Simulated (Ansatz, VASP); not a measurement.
# BaTiO3 in VASP and in Ansatz

```
Ba Ti O
1.0
     2.92196    1.68937    2.38887
    -2.92196    1.68937    2.38887
     0.00000   -3.20571    2.26700
Ba Ti O
1 1 3
Direct
  0.00578 0.00578 0.99422
  0.52043 0.52043 0.49423
  0.49140 0.97153 0.49422
  0.48197 0.48197 0.99422
  0.97153 0.49140 0.49422
```

Alike in both runs: task single point; functional r2SCAN; k mesh 6 × 6 × 6; occupations gaussian, width 0.02 eV; no spin polarisation; Hubbard terms Ti d U = 4.0 eV.

|  | VASP | Ansatz |
| --- | --- | --- |
| version | VASP 6.6.1 | Ansatz 0.2.0 |
| potentials or method | VASP PAW PBE potentials, release 64 (Ba_sv, Ti_sv, O), cutoff 520 eV | scalar-relativistic, plane waves, PAW |
| valence electrons in the cell | 40 | 40 |

VASP gave:

| Quantity | Value |
| --- | --- |
| gap on the k mesh at the Fermi level (eV) | 3.15 |
| least direct gap on the mesh (eV) | 3.73 |
| pressure (GPa) | 1.1 |
| traceless stress, the component that is largest in VASP (GPa) | -1.66 |
| rms of the force components (eV/Å) | 0.291 |

**Question.** Estimate Ansatz's values.

**Answer.** gap on the k mesh at the Fermi level (eV): 3.11; least direct gap on the mesh (eV): 3.69; pressure (GPa): -2.5; traceless stress, the component that is largest in VASP (GPa): -1.48; rms of the force components (eV/Å): 0.001.

VASP's potentials were made for PBE, not for r2SCAN. The programs project onto different local orbitals, so the same U acts differently, and such runs can settle in different states. Atom by atom the forces differ by 0.291 eV/Å (rms over components). Ansatz's warnings: structure snapped to symmetry.

Neither program's run includes spin-orbit coupling.
